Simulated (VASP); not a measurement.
# C (Fd-3m) in VASP: single point with PBE

Aim: the single point of C with PBE.

Everything below comes from runs of VASP 6.6.1. Logs are shortened: lines on timing, memory, paths and dates and some standing lists are left out, and cuts for length are marked.

## 1. The cell of the first run

Symmetry: Fd-3m, No. 227, cubic system. The conventional cell has a = 3.550 Å, b = 3.550 Å, c = 3.550 Å, α = 90.00°, β = 90.00°, γ = 90.00°. C (site symmetry -43m) has 4 C at 1.54 Å within 2.0 Å.

## 2. Single point, PBE

INCAR reads:

```
SYSTEM = C
PREC = Accurate
ENCUT = 520
EDIFF = 1E-6
ISMEAR = 0
SIGMA = 0.05
LREAL = .FALSE.
LASPH = .TRUE.
NELM = 60
ALGO = Normal
ISIF = 2
LWAVE = .FALSE.
LCHARG = .FALSE.
GGA = PE
NBANDS = 11
```

KPOINTS reads:

```
Automatic mesh
0
G
  10 10 10
  0 0 0
```

POSCAR reads:

```
C
1.0
    0.0000000000      1.7750000000      1.7750000000
    1.7750000000      0.0000000000      1.7750000000
    1.7750000000      1.7750000000      0.0000000000
C
2
Direct
    0.7500000000      0.7500000000      0.7500000000
    0.5000000000      0.5000000000      0.5000000000
```

Potentials or basis: VASP PAW PBE potentials, release 64 (C).

Run with:

```bash
cat potpaw_PBE.64/C/POTCAR > POTCAR
mpirun -np 1 vasp_std > vasp.out
```

OUTCAR:

```text
SYSTEM = C
   PREC = Accurate
   ENCUT = 520
   EDIFF = 1E-6
   ISMEAR = 0
   LREAL = .FALSE.
   LASPH = .TRUE.
   NELM = 60
   ISIF = 2
   GGA = PE

 ion  position               nearest neighbor table
   1  0.750  0.750  0.750-   2 1.54   2 1.54   2 1.54   2 1.54
   2  0.500  0.500  0.500-   1 1.54   1 1.54   1 1.54   1 1.54

  LATTYP: Found a face centered cubic cell.
 ALAT       =     3.5500000000

  Lattice vectors:

 A1 = (   0.0000000000,   1.7750000000,   1.7750000000)
 A2 = (   1.7750000000,   0.0000000000,   1.7750000000)
 A3 = (   1.7750000000,   1.7750000000,   0.0000000000)

Analysis of symmetry for initial positions (statically):
=====================================================================
 Subroutine PRICEL returns:
 Original cell was already a primitive cell.

 Routine SETGRP: Setting up the symmetry group for a
 face centered cubic supercell.

 Subroutine GETGRP returns: Found 48 space group operations
 (whereof 24 operations were pure point group operations)
 out of a pool of 48 trial point group operations.

The static configuration has the point symmetry T_d .
 The point group associated with its full space group is O_h .

Analysis of symmetry for dynamics (positions and initial velocities):
=====================================================================
 Subroutine PRICEL returns:
 Original cell was already a primitive cell.

 Routine SETGRP: Setting up the symmetry group for a
 face centered cubic supercell.

 Subroutine GETGRP returns: Found 48 space group operations
 (whereof 24 operations were pure point group operations)
 out of a pool of 48 trial point group operations.

The dynamic configuration has the point symmetry T_d .
 The point group associated with its full space group is O_h .

 Subroutine INISYM returns: Found 48 space group operations
 (whereof 24 operations are pure point group operations),
 and found     1 'primitive' translations

----------------------------------------------------------------------------------------

                                     Primitive cell

  volume of cell :      11.1847

  direct lattice vectors                    reciprocal lattice vectors
     0.000000000  1.775000000  1.775000000    -0.281690141  0.281690141  0.281690141
     1.775000000  0.000000000  1.775000000     0.281690141 -0.281690141  0.281690141
[... 91 lines left out ...]
   ISIF   =      2    stress and relaxation
   ISYM   =      2    0-nonsym 1-usesym 2-fastsym
   POTIM  = 0.5000    time-step for ionic-motion
   TEBEG  =    0.0;   TEEND  =   0.0 temperature during run
   PSTRESS=    0.0 pullay stress
   NELECT =       8.0000    total number of electrons
   NUPDOWN=      -1.0000    fix difference up-down
   EMIN   =  10.00;   EMAX   =-10.00  energy-range for DOS
   EFERMI =   0.00;   METHOD = LEGACY
   ISMEAR =     0;   SIGMA  =   0.05  broadening in eV -4-tet -1-fermi 0-gaus
   EFERMI_NEDOS =   21; number of points for ismear=-14 and -15
   IALGO  =     38    algorithm
   IMIX   =      4    mixing-type and parameters
     AMIX     =   0.40;   BMIX     =  1.00
     AMIX_MAG =   1.60;   BMIX_MAG =  1.00
  volume/ion in A,a.u.               =       5.59        37.74
  Fermi-wavevector in a.u.,A,eV,Ry     =   1.464074  2.766699 29.164275  2.143514
  Thomas-Fermi vector in A             =   2.580094
   LORBIT       =      0    0 simple, 1 ext, 2 COOP (PROOUT), +10 PAW based schemes
   GGA     = PE    functional components
   LHFCALC =     F    Hartree Fock is set to
   AEXX    =    0.0000 exact exchange contribution
   IVDW    =     0    specifies the selected vdW correction
   LEPSILON=     F    determine dielectric tensor
   LRPA    =     F    only Hartree local field effects (RPA)
 non-spin polarized calculation
 Gauss-broadening in eV      SIGMA  =   0.05
  energy-cutoff  :      520.00
  volume of cell :       11.18
 maximum number of plane-waves:       311
   NGX =  9   NGY =  9   NGZ =  9

 number of electron       7.9999999 magnetization

 Free energy of the ion-electron system (eV)
  ---------------------------------------------------
  ext. energy  EPLUGINS =         0.00000000
  ---------------------------------------------------
  free energy    TOTEN  =       -18.17938119 eV

  energy without entropy =      -18.17938119  energy(sigma->0) =      -18.17938119

 E-fermi :  10.1449     XC(G=0): -13.3219

 val. band max:        9.9353571294   @ k =   0.0000   0.0000   0.0000
 cond. band min:      14.1348326248   @ k =   0.4000   0.4000   0.0000
 fundamental gap:      4.1994754954
 Fermi energy:        10.1448857184

 k-point     1 :       0.0000    0.0000    0.0000
  band No.  band energies     occupation
      1     -11.7327      2.00000
      2       9.9354      2.00000
      3       9.9354      2.00000
      4       9.9354      2.00000
      5      15.5641      0.00000
      6      15.5641      0.00000
      7      15.5641      0.00000
      8      23.5924      0.00000
      9      29.4107      0.00000
     10      36.6253      0.00000
     11      36.6253      0.00000
[... 309 lines left out ...]
 k-point    24 :       0.4000    0.3000    0.0000
  band No.  band energies     occupation
      1      -7.0954      2.00000
      2       1.8279      2.00000
      3       3.8736      2.00000
      4       4.5043      2.00000
      5      14.7647      0.00000
      6      18.0086      0.00000
      7      24.1810      0.00000
      8      24.2507      0.00000
      9      31.9469      0.00000
     10      33.0561      0.00000
     11      40.9161      0.00000

 [... further k-points ...]

------------------------ aborting loop because EDIFF is reached ----------------------------------------

  FORCE on cell =-STRESS in cart. coord.  units (eV):
  Direction    XX          YY          ZZ          XY          YZ          ZX
  --------------------------------------------------------------------------------------
  -------------------------------------------------------------------------------------
  Total        0.6196771      0.6196771      0.6196771     -0.0000000      0.0000000      0.0000000
  in kB       88.7668853     88.7668853     88.7668853     -0.0000000      0.0000000      0.0000000
  external PRESSURE =      88.7668853 kB  Pullay stress =       0.0000000 kB

 VOLUME and BASIS-vectors are now :
 -----------------------------------------------------------------------------
  energy-cutoff  :      520.00
  volume of cell :       11.18
      direct lattice vectors                 reciprocal lattice vectors
     0.000000000  1.775000000  1.775000000    -0.281690141  0.281690141  0.281690141
     1.775000000  0.000000000  1.775000000     0.281690141 -0.281690141  0.281690141
     1.775000000  1.775000000  0.000000000     0.281690141  0.281690141 -0.281690141

 POSITION                                       TOTAL-FORCE (eV/Angst)
 -----------------------------------------------------------------------------------
      2.66250      2.66250      2.66250         0.000000     -0.000000      0.000000
      1.77500      1.77500      1.77500        -0.000000      0.000000     -0.000000
 -----------------------------------------------------------------------------------
    total drift:                                0.000000     -0.000000      0.000000

  FREE ENERGIE OF THE ION-ELECTRON SYSTEM (eV)
  ---------------------------------------------------
  free  energy   TOTEN  =       -18.1793811896 eV

  energy  without entropy=      -18.1793811896  energy(sigma->0) =      -18.17938119
```

stdout:

```text
POSCAR found type information on POSCAR C
 POSCAR found :  1 types and       2 ions
 scaLAPACK will be used
 LDA part: xc-table for (Slater+PW92), standard interpolation
 POSCAR, INCAR and KPOINTS ok, starting setup
 FFT: planning ... GRIDC
 FFT: planning ... GRID_SOFT
 FFT: planning ... GRID
 WAVECAR not read
 entering main loop
```

Wall time 3.8 s (1 thread of AMD EPYC 9R45 (Zen 5), shared host); peak memory 0.09 GiB.

Results:

* Free energy: -18.1794 eV
* Pressure: 8.9 GPa
* Band gap on the k mesh: 4.20 eV, indirect (least direct gap 5.63 eV)

A k mesh can miss the band edges. A hybrid or GW would open this gap; PBE tends to underestimate it.
